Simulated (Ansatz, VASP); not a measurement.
**Ge2Sb2Te5 in VASP and in Ansatz**

The input INCAR:

```
SYSTEM = Ge2Sb2Te5
PREC     = Accurate       ! precision mode
ENCUT    = 520            ! plane-wave cutoff, eV
EDIFF    = 1E-7           ! SCF threshold, eV
ISMEAR   = 0              ! smearing method
SIGMA    = 0.03           ! smearing width, eV
LREAL    = .FALSE.        ! projectors in reciprocal space
LASPH    = .TRUE.         ! aspherical terms in the spheres
NELM     = 100            ! most SCF steps
ALGO     = Normal         ! electronic algorithm
ISIF     = 2              ! what is computed and relaxed
LWAVE    = .FALSE.        ! write WAVECAR
LCHARG   = .FALSE.        ! write CHGCAR
GGA      = PE             ! functional
NBANDS   = 44             ! bands
```

KPOINTS

```
regular mesh
0
G
  9 9 2
  0 0 0
```

File POSCAR:

```
Ge2Sb2Te5
1.0
    4.3635000000      0.0000000000      0.0000000000
   -2.1817500000      3.7789018494      0.0000000000
    0.0000000000      0.0000000000     18.3880000000
Ge Sb Te
2 2 5
Direct
    0.0000000000      0.0000000000      0.3314713560
    0.0000000000      0.0000000000      0.6685286440
    0.3333333333      0.6666666667      0.1121550832
    0.6666666667      0.3333333333      0.8878449168
    0.0000000000      0.0000000000      0.0000000000
    0.3333333333      0.6666666667      0.7913602895
    0.6666666667      0.3333333333      0.2086397105
    0.3333333333      0.6666666667      0.4097504733
    0.6666666667      0.3333333333      0.5902495267
```

Input for Ansatz:

```yaml
crystal:
  lattice:
    - [4.3635, 0.0, 0.0]
    - [-2.18175, 3.7789018494, 0.0]
    - [0.0, 0.0, 18.388]
  atoms:
    - { symbol: Ge, position: [0.0, 0.0, 0.331471356] }
    - { symbol: Ge, position: [0.0, 0.0, 0.668528644] }
    - { symbol: Sb, position: [0.3333333333, 0.6666666667, 0.1121550832] }
    - { symbol: Sb, position: [0.6666666667, 0.3333333333, 0.8878449168] }
    - { symbol: Te, position: [0.0, 0.0, 0.0] }
    - { symbol: Te, position: [0.3333333333, 0.6666666667, 0.7913602895] }
    - { symbol: Te, position: [0.6666666667, 0.3333333333, 0.2086397105] }
    - { symbol: Te, position: [0.3333333333, 0.6666666667, 0.4097504733] }
    - { symbol: Te, position: [0.6666666667, 0.3333333333, 0.5902495267] }
basis:
  ecutwfc: 420
kpoints:
  mp_grid: { grid: [9, 9, 2] }
hamiltonian:
  xc: pbe
  pseudopotentials: { kind: paw, azcp: { folder: soft_1 } }
scf:
  occupations: { method: gaussian, width: 0.03 }
output:
  forces: true
  stress: true
  eigenvalues: true
```

Alike in both runs: task single point; functional PBE; k mesh 9 × 9 × 2; occupations gaussian, width 0.03 eV; no spin polarisation.

|  | VASP | Ansatz |
| --- | --- | --- |
| version | VASP 6.6.1 | Ansatz 0.2.0 |
| potentials or method | VASP PAW PBE potentials, release 64 (Ge_d, Sb, Te), cutoff 520 eV | scalar-relativistic, plane waves, PAW |
| valence electrons in the cell | 68 | 138 |

Ansatz gave:

```
gap on the k mesh at the Fermi level (eV)                     : 0.19
least direct gap on the mesh (eV)                             : 0.23
pressure (GPa)                                                : -2.5
traceless stress, the component that is largest in VASP (GPa) : 0.25
rms of the force components (eV/Å)                            : 0.142
```

Q: Estimate VASP's values.

A: gap on the k mesh at the Fermi level (eV): 0.18; least direct gap on the mesh (eV): 0.22; pressure (GPa): -2.5; traceless stress, the component that is largest in VASP (GPa): 0.25; rms of the force components (eV/Å): 0.137.

Atom by atom the forces differ by 0.006 eV/Å (rms over components). VASP's potentials hold 68 valence electrons a cell and Ansatz's 138, so a difference there can come from the potentials and not from the codes.

Neither program's run includes spin-orbit coupling.
